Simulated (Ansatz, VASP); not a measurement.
**TiH2 in VASP and in Ansatz**

Contents of INCAR:

```
  ALGO = Normal
  EDIFF = 1E-6
  ENCUT = 520
  GGA = PS
  ISIF = 2
  ISMEAR = 0
  LASPH = True
  LCHARG = False
  LREAL = False
  LWAVE = False
  NBANDS = 14
  NELM = 80
  PREC = Accurate
  SIGMA = 0.1
```

File KPOINTS:

```
k-points
0
Gamma
  18 18 18
```

File POSCAR:

```
TiH2
1.0
   -1.6385157372      1.6385157372      2.0859700808
    1.6385157372     -1.6385157372      2.0859700808
    1.6385157372      1.6385157372     -2.0859700808
Ti H
1 2
Direct
    0.0000000000      0.0000000000      0.0000000000
    0.7500000000      0.2500000000      0.5000000000
    0.2500000000      0.7500000000      0.5000000000
```

Input for Ansatz:

```yaml
crystal:
  lattice:
    - [-1.6385157372, 1.6385157372, 2.0859700808]
    - [1.6385157372, -1.6385157372, 2.0859700808]
    - [1.6385157372, 1.6385157372, -2.0859700808]
  atoms:
    - { symbol: Ti, position: [0.0, 0.0, 0.0] }
    - { symbol: H, position: [0.75, 0.25, 0.5] }
    - { symbol: H, position: [0.25, 0.75, 0.5] }
basis:
  ecutwfc: 420
kpoints:
  mp_grid: { grid: [18, 18, 18] }
hamiltonian:
  xc: pbesol
scf:
  occupations: { method: gaussian, width: 0.1 }
output:
  forces: true
  stress: true
  eigenvalues: true
```

Alike in both runs: task single point; functional PBEsol; k mesh 18 × 18 × 18; occupations gaussian, width 0.1 eV; no spin polarisation.

```csv
,VASP,Ansatz
version,VASP 6.6.1,Ansatz 0.2.0
potentials or method,"VASP PAW PBE potentials, release 64 (Ti_sv, H), cutoff 520 eV","scalar-relativistic, plane waves, PAW"
valence electrons in the cell,14,14
```

|  | VASP | Ansatz | Ansatz less VASP |
| --- | --- | --- | --- |
| gap on the k mesh at the Fermi level (eV) | none | none | - |
| pressure (GPa) | -9.5 | -9.6 | -0.03 |
| traceless stress, the component that is largest in VASP (GPa) | 1.85 | 1.86 | +0.014 |

VASP's potentials were made for PBE, not for PBEsol. A gap of «none» marks a metal or a gap that the smearing closes.
